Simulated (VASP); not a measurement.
# BN (P6_3/mmc) in VASP: relaxation of cell and atoms with r2SCAN

Aim: the relaxation of cell and atoms of BN with r2SCAN.

Everything below comes from runs of VASP 6.6.1. Logs are shortened: lines on timing, memory, paths and dates and some standing lists are left out, and cuts for length are marked.

## (1) The cell of the first run

Symmetry: P6_3/mmc, No. 194, hexagonal system. Conventional cell: a = 2.500 Å, b = 2.500 Å, c = 4.022 Å, α = 90.00°, β = 90.00°, γ = 120.00°. Within 2.3 Å of B (site symmetry -3m) lie 6 N at 1.76 Å and 2 B at 2.01 Å. N (site symmetry -6m2) has 6 B at 1.76 Å within 2.3 Å.

## (2) Relaxation of cell and atoms, r2SCAN

Contents of POSCAR:

```
BN
1.0
    2.5001234331      0.0000000000      0.0000000000
   -1.2500617166      2.1651704057      0.0000000000
    0.0000000000      0.0000000000      4.0222891993
B N
2 2
Direct
    0.0000000000      0.0000000000      0.0000000000
    0.0000000000      0.0000000000      0.5000000000
    0.3333333333      0.6666666667      0.2500000000
    0.6666666667      0.3333333333      0.7500000000
```

Contents of INCAR.step1:

```
SYSTEM = BN
  PREC = Accurate
  ENCUT = 600
  ISMEAR = -1
  SIGMA = 0.02
  LREAL = .False.
  LASPH = .True.
  NELM = 60
  GGA = PE
  ALGO = Normal
  EDIFF = 1E-4
  LWAVE = .True.
  LCHARG = .False.
```

Contents of INCAR.step2:

```
SYSTEM = BN
  PREC = Accurate
  ENCUT = 600
  EDIFF = 1E-7
  ISMEAR = -1
  SIGMA = 0.02
  LREAL = .False.
  LASPH = .True.
  NELM = 60
  ALGO = Normal
  ISIF = 3
  LWAVE = .False.
  LCHARG = .False.
  METAGGA = R2SCAN
  LMIXTAU = .True.
  IBRION = 2
  NSW = 80
  EDIFFG = -0.005
  ISTART = 1
```

Contents of KPOINTS:

```
regular mesh
0
Gamma
  12 12 6
  0 0 0
```

Potentials or basis: VASP PAW PBE potentials, release 64 (B, N).

The run is started by

```console
> cat potpaw_PBE.64/B/POTCAR potpaw_PBE.64/N/POTCAR > POTCAR
> cp INCAR.step1 INCAR
> mpirun -np 1 vasp_std > vasp.out
> cp INCAR.step2 INCAR
> mpirun -np 1 vasp_std > vasp.out
```

OUTCAR:

```text
SYSTEM = BN
   PREC = Accurate
   ENCUT = 600
   EDIFF = 1E-7
   ISMEAR = -1
   LREAL = .False.
   LASPH = .True.
   NELM = 60
   ISIF = 3
   METAGGA = R2SCAN
   IBRION = 2
   NSW = 80
   EDIFFG = -0.005
   ISTART = 1

 ion  position               nearest neighbor table
   1  0.000  0.000  0.000-   3 1.76   4 1.76   4 1.76   3 1.76   4 1.76   3 1.76   2 2.01   2 2.01

   2  0.000  0.000  0.500-   3 1.76   4 1.76   4 1.76   3 1.76   4 1.76   3 1.76   1 2.01   1 2.01

   3  0.333  0.667  0.250-   1 1.76   2 1.76   1 1.76   2 1.76   1 1.76   2 1.76
   4  0.667  0.333  0.750-   1 1.76   2 1.76   1 1.76   2 1.76   1 1.76   2 1.76

  LATTYP: Found a hexagonal cell.
 ALAT       =     2.5001234331
 C/A-ratio  =     1.6088362463

  Lattice vectors:

 A1 = (   2.5001234331,   0.0000000000,   0.0000000000)
 A2 = (  -1.2500617166,   2.1651704057,   0.0000000000)
 A3 = (   0.0000000000,   0.0000000000,   4.0222891993)

Analysis of symmetry for initial positions (statically):
=====================================================================
 Subroutine PRICEL returns:
 Original cell was already a primitive cell.

 Routine SETGRP: Setting up the symmetry group for a
 hexagonal supercell.

 Subroutine GETGRP returns: Found 24 space group operations
 (whereof 12 operations were pure point group operations)
 out of a pool of 24 trial point group operations.

The static configuration has the point symmetry D_3d.
 The point group associated with its full space group is D_6h.

Analysis of symmetry for dynamics (positions and initial velocities):
=====================================================================
 Subroutine PRICEL returns:
 Original cell was already a primitive cell.

 Routine SETGRP: Setting up the symmetry group for a
 hexagonal supercell.

 Subroutine GETGRP returns: Found 24 space group operations
 (whereof 12 operations were pure point group operations)
 out of a pool of 24 trial point group operations.

The dynamic configuration has the point symmetry D_3d.
 The point group associated with its full space group is D_6h.

 Subroutine INISYM returns: Found 24 space group operations
 (whereof 12 operations are pure point group operations),
 and found     1 'primitive' translations

----------------------------------------------------------------------------------------

                                     Primitive cell

  volume of cell :      21.7734

  direct lattice vectors                    reciprocal lattice vectors
     2.500123433  0.000000000  0.000000000     0.399980252  0.230928706  0.000000000
    -1.250061717  2.165170406  0.000000000     0.000000000  0.461857412  0.000000000
     0.000000000  0.000000000  4.022289199     0.000000000  0.000000000  0.248614645

  length of vectors
     2.500123433  2.500123433  4.022289199     0.461857412  0.461857412  0.248614645

  position of ions in fractional coordinates (direct lattice)
     0.000000000  0.000000000  0.000000000
     0.000000000  0.000000000  0.500000000
     0.333333333  0.666666667  0.250000000
     0.666666667  0.333333333  0.750000000

  ion indices of the primitive-cell ions
   primitive index   ion index
                 1           1
                 2           2
                 3           3
                 4           4

----------------------------------------------------------------------------------------

 KPOINTS: regular mesh

Automatic generation of k-mesh.
 Grid dimensions read from file:
 generate k-points for:   12   12    6

 Generating k-lattice:

  Cartesian coordinates                     Fractional coordinates (reciprocal lattice)
     0.033331688  0.019244059  0.000000000     0.083333333  0.000000000  0.000000000
     0.000000000  0.038488118  0.000000000     0.000000000  0.083333333  0.000000000
     0.000000000  0.000000000  0.041435774     0.000000000  0.000000000  0.166666667

  Length of vectors
     0.038488118  0.038488118  0.041435774

  Shift w.r.t. Gamma in fractional coordinates (k-lattice)
     0.000000000  0.000000000  0.000000000

 Subroutine IBZKPT returns following result:
 ===========================================

 Found     76 irreducible k-points:

 Following reciprocal coordinates:
            Coordinates               Weight
  0.000000  0.000000  0.000000      1.000000
  0.083333 -0.000000  0.000000      6.000000
  0.166667  0.000000  0.000000      6.000000
  0.250000  0.000000  0.000000      6.000000
  0.333333 -0.000000  0.000000      6.000000
  0.416667  0.000000  0.000000      6.000000
[... 16 lines left out ...]
  0.250000  0.000000  0.166667     12.000000
  0.333333 -0.000000  0.166667     12.000000
 [... further k-points ...]
   k-points           NKPTS =     76   k-points in BZ     NKDIM =     76   number of bands    NBANDS=     12
   number of dos      NEDOS =    301   number of ions     NIONS =      4
   total plane-waves  NPLWV =  12800
   dimension x,y,z NGX =    20 NGY =   20 NGZ =   32
   dimension x,y,z NGXF=    40 NGYF=   40 NGZF=   64
   ions per type =               2   2
   NGX,Y,Z   is equivalent  to a cutoff of  13.30, 13.30, 13.23 a.u.
   NGXF,Y,Z  is equivalent  to a cutoff of  26.60, 26.60, 26.45 a.u.
 SYSTEM =  BN
   PREC   = accura    normal or accurate (medium, high low for compatibility)
   ISTART =      1    job   : 0-new  1-cont  2-samecut
   ICHARG =      0    charge: 1-file 2-atom 10-const
   ISPIN  =      1    spin polarized calculation?
   LNONCOLLINEAR =      F non collinear calculations
   LSORBIT =      F    spin-orbit coupling
   LASPH  =      T    aspherical Exc in radial PAW
   ENCUT  =  600.0 eV  44.10 Ry    6.64 a.u.   4.99  4.99  8.03*2*pi/ulx,y,z
   NELM   =     60;   NELMIN=  2; NELMDL=  0     # of ELM steps
   EDIFF  = 0.1E-06   stopping-criterion for ELM
   LREAL  =      F    real-space projection
   EDIFFG = -.5E-02   stopping-criterion for IOM
   NSW    =     80    number of steps for IOM
   IBRION =      2    ionic relax: 0-MD 1-quasi-New 2-CG
   NFREE  =      1    steps in history (QN), initial steepest desc. (CG)
   ISIF   =      3    stress and relaxation
   ISYM   =      2    0-nonsym 1-usesym 2-fastsym
   POTIM  = 0.5000    time-step for ionic-motion
   TEBEG  =    0.0;   TEEND  =   0.0 temperature during run
   PSTRESS=    0.0 pullay stress
   NELECT =      16.0000    total number of electrons
   NUPDOWN=      -1.0000    fix difference up-down
   EMIN   =  10.00;   EMAX   =-10.00  energy-range for DOS
   EFERMI =   0.00;   METHOD = LEGACY
   ISMEAR =    -1;   SIGMA  =   0.02  broadening in eV -4-tet -1-fermi 0-gaus
   EFERMI_NEDOS =   21; number of points for ismear=-14 and -15
   IALGO  =     38    algorithm
   IMIX   =      4    mixing-type and parameters
     AMIX     =   0.40;   BMIX     =  1.00
     AMIX_MAG =   1.60;   BMIX_MAG =  1.00
  volume/ion in A,a.u.               =       5.44        36.73
  Fermi-wavevector in a.u.,A,eV,Ry     =   1.477313  2.791717 29.694089  2.182454
  Thomas-Fermi vector in A             =   2.591732
   LORBIT       =      0    0 simple, 1 ext, 2 COOP (PROOUT), +10 PAW based schemes
   METAGGA = R2SCAN    functional components
   LHFCALC =     F    Hartree Fock is set to
   AEXX    =    0.0000 exact exchange contribution
   IVDW    =     0    specifies the selected vdW correction
   LEPSILON=     F    determine dielectric tensor
   LRPA    =     F    only Hartree local field effects (RPA)
 conjugate gradient relaxation of ions
 non-spin polarized calculation
  energy-cutoff  :      600.00
  volume of cell :       21.77
 maximum number of plane-waves:       756
 NGX is ok and might be reduce to    20
   NGX =  9   NGY =  9   NGZ = 17

--------------------------------------- Ionic step        1  -------------------------------------------

 number of electron      16.0000000 magnetization

 Free energy of the ion-electron system (eV)
  ---------------------------------------------------
  ext. energy  EPLUGINS =         0.00000000
  ---------------------------------------------------
  free energy    TOTEN  =       -30.83981874 eV

  energy without entropy =      -30.83981874  energy(sigma->0) =      -30.83981874

------------------------ aborting loop because EDIFF is reached ----------------------------------------

  FORCE on cell =-STRESS in cart. coord.  units (eV):
  Direction    XX          YY          ZZ          XY          YZ          ZX
  --------------------------------------------------------------------------------------
  -------------------------------------------------------------------------------------
  Total       -0.4703921     -0.4703921     -0.8220997      0.0000000      0.0000000      0.0000000
  in kB      -34.6133622    -34.6133622    -60.4934385      0.0000000      0.0000000      0.0000000
  external PRESSURE =     -43.2400543 kB  Pullay stress =       0.0000000 kB
[... 61 lines left out ...]
  energy  without entropy=      -30.8402560097  energy(sigma->0) =      -30.84025601

--------------------------------------- Ionic step        3  -------------------------------------------

 number of electron      16.0000000 magnetization

 Free energy of the ion-electron system (eV)
  ---------------------------------------------------
  ext. energy  EPLUGINS =         0.00000000
  ---------------------------------------------------
  free energy    TOTEN  =       -30.84334425 eV

  energy without entropy =      -30.84334425  energy(sigma->0) =      -30.84334425

 E-fermi :  10.4625     XC(G=0): -14.6162

 val. band max:       10.0247826798   @ k =   0.1667   0.0000   0.0000
 cond. band min:      11.8395740497   @ k =   0.3333   0.3333   0.0000
 fundamental gap:      1.8147913699
 Fermi energy:        10.4624861863

 k-point     1 :       0.0000    0.0000    0.0000
  band No.  band energies     occupation
      1     -13.4327      2.00000
      2      -8.1378      2.00000
      3      -2.6691      2.00000
      4       8.5728      2.00000
      5       8.5728      2.00000
      6       9.3049      2.00000
      7       9.3049      2.00000
      8       9.8806      2.00000
      9      16.3499      0.00000
     10      18.6632      0.00000
     11      19.2475      0.00000
     12      19.2475      0.00000
[... 331 lines left out ...]
 k-point    24 :       0.3333   -0.0000    0.1667
  band No.  band energies     occupation
      1     -10.4632      2.00000
      2      -6.5728      2.00000
      3      -0.7149      2.00000
      4       1.1296      2.00000
      5       2.9052      2.00000
      6       5.0008      2.00000
      7       7.9499      2.00000
      8       9.0838      2.00000
      9      15.2006      0.00000
     10      17.1662      0.00000
     11      17.4783      0.00000
     12      18.3148      0.00000

 [... further k-points ...]

------------------------ aborting loop because EDIFF is reached ----------------------------------------

  FORCE on cell =-STRESS in cart. coord.  units (eV):
  Direction    XX          YY          ZZ          XY          YZ          ZX
  --------------------------------------------------------------------------------------
  -------------------------------------------------------------------------------------
  Total       -0.0144080     -0.0144080      0.0164528      0.0000000      0.0000000      0.0000000
  in kB       -1.0719804     -1.0719804      1.2241175      0.0000000      0.0000000      0.0000000
  external PRESSURE =      -0.3066145 kB  Pullay stress =       0.0000000 kB
[... 19 lines left out ...]
  FREE ENERGIE OF THE ION-ELECTRON SYSTEM (eV)
  ---------------------------------------------------
  free  energy   TOTEN  =       -30.8433442450 eV

  energy  without entropy=      -30.8433442450  energy(sigma->0) =      -30.84334425

 reached required accuracy - stopping structural energy minimisation
```

Wall time 3 min (1 thread of Intel Xeon Platinum 8488C (Sapphire Rapids), shared host); peak memory 0.15 GiB.

Results:

| Property | Result |
| --- | --- |
| Free energy | -30.8433 eV |
| Relaxed volume | 5.38 Å³/atom |
| Relaxed cell | a = 2.493 Å, b = 2.493 Å, c = 4.002 Å, α = 90.00°, β = 90.00°, γ = 120.00° |
| Space group after relaxing (to 0.1 Å) | P6_3/mmc (No. 194) |
| Energy gained by relaxing | 0.9 meV/atom |
| Ionic steps | 3 |
| Pressure after relaxing | 0.0 GPa |
| Band gap on the k mesh | 1.81 eV (least direct gap 5.66 eV) |

Step by step:
```csv
step,energy change (eV),largest force (eV/Å),pressure (GPa),volume (Å³)
1,0.0000,0.0000,-4.32,21.77
2,-0.0004,0.0000,4.14,21.31
3,-0.0035,0.0000,-0.03,21.53
```

Final structure:
```cif
data_structure
_symmetry_space_group_name_H-M 'P 1'
_symmetry_Int_Tables_number 1
_cell_length_a 2.4928
_cell_length_b 2.4928
_cell_length_c 4.0016
_cell_angle_alpha 90.000
_cell_angle_beta 90.000
_cell_angle_gamma 120.000
_cell_volume 21.53
loop_
_atom_site_label
_atom_site_type_symbol
_atom_site_fract_x
_atom_site_fract_y
_atom_site_fract_z
_atom_site_occupancy
B1 B 0.00000 0.00000 0.00000 1
B2 B 0.00000 0.00000 0.50000 1
N1 N 0.33333 0.66667 0.25000 1
N2 N 0.66667 0.33333 0.75000 1
```

Caveat: the PAW data sets were made with another functional, which shifts forces and pressure a little. A k mesh can miss the band edges.
